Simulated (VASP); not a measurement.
Write the native input for VASP 6.6.1 that does the following.

```yaml
Task: single point
Functional: HSE06
Potentials_or_basis: VASP PAW PBE potentials, release 64 (S, Mo_sv)
Cutoff: 520 eV
k_mesh: 6 × 6 × 1
Occupations: gaussian, width 0.01 eV
Spin: no spin polarisation
Dipole_correction: yes
Grid_for_exact_exchange_PRECFOCK: Normal
Further_INCAR_settings: ALGO = Normal; EDIFF = 1e-06; NBANDS = 20
Share_of_exact_exchange: 0.25
Screening_parameter: 0.2079 1/Å
```

The system is MoS2, a sheet with vacuum.

```
S Mo
1.0
     3.19160    0.00000    0.00000
    -1.59580    2.76401    0.00000
     0.00000    0.00000   30.06000
S Mo
2 1
Direct
  0.66667 0.33333 0.29974
  0.66667 0.33333 0.40319
  0.33333 0.66667 0.35146
```

These files were run (other wordings do the same):

POSCAR

```
MoS2
1.0
    3.1916000000      0.0000000000      0.0000000000
   -1.5958000000      2.7640066787      0.0000000000
    0.0000000000      0.0000000000     30.0600000012
S Mo
2 1
Direct
    0.6666666667      0.3333333333      0.2997350924
    0.6666666667      0.3333333333      0.4031923859
    0.3333333333      0.6666666667      0.3514637392
```

INCAR.step1

```
PREC     = Accurate       # precision mode
ENCUT    = 520            # plane-wave cutoff, eV
EDIFF    = 1E-5           # SCF threshold, eV
ISMEAR   = 0              # smearing method
SIGMA    = 0.01           # smearing width, eV
LREAL    = F              # projectors in reciprocal space
LASPH    = T              # aspherical terms in the spheres
NELM     = 100            # most SCF steps
ALGO     = Normal         # electronic algorithm
ISIF     = 2              # what is computed and relaxed
LWAVE    = T              # write WAVECAR
LCHARG   = F              # write CHGCAR
LDIPOL   = T            
IDIPOL   = 3            
DIPOL    = 0.5 0.5 0.351
GGA      = PE             # functional
NBANDS   = 20             # bands
```

INCAR.step2

```
PREC     = Accurate       # precision mode
ENCUT    = 520            # plane-wave cutoff, eV
EDIFF    = 1E-6           # SCF threshold, eV
ISMEAR   = 0              # smearing method
SIGMA    = 0.01           # smearing width, eV
LREAL    = F              # projectors in reciprocal space
LASPH    = T              # aspherical terms in the spheres
NELM     = 100            # most SCF steps
ALGO     = Normal         # electronic algorithm
ISIF     = 2              # what is computed and relaxed
LWAVE    = F              # write WAVECAR
LCHARG   = F              # write CHGCAR
LDIPOL   = T            
IDIPOL   = 3            
DIPOL    = 0.5 0.5 0.351
GGA      = PE             # functional
LHFCALC  = T              # exact exchange
HFSCREEN = 0.2079         # screening, 1/A
PRECFOCK = Normal       
ISTART   = 1            
NBANDS   = 20             # bands
```

KPOINTS

```
regular mesh
0
Gamma
  6 6 1
```

Potentials or basis: VASP PAW PBE potentials, release 64 (S, Mo_sv).

Launch:

```console
$ cat potpaw_PBE.64/S/POTCAR potpaw_PBE.64/Mo_sv/POTCAR > POTCAR
$ cp INCAR.step1 INCAR
$ mpirun -np 1 vasp_std > vasp.out
$ cp INCAR.step2 INCAR
$ mpirun -np 1 vasp_std > vasp.out
```

Results of the run:

| Item | Value |
| --- | --- |
| Largest force | 0.440 eV/Å |
| Band gap on the k mesh | 2.09 eV |

Caveat: the PAW data sets were made with another functional, which shifts forces and pressure a little.

It took 35 min on 1 thread of Intel(R) Xeon(R) Platinum 8488C (Sapphire Rapids), with other jobs on the host, peak memory 0.51 GiB.
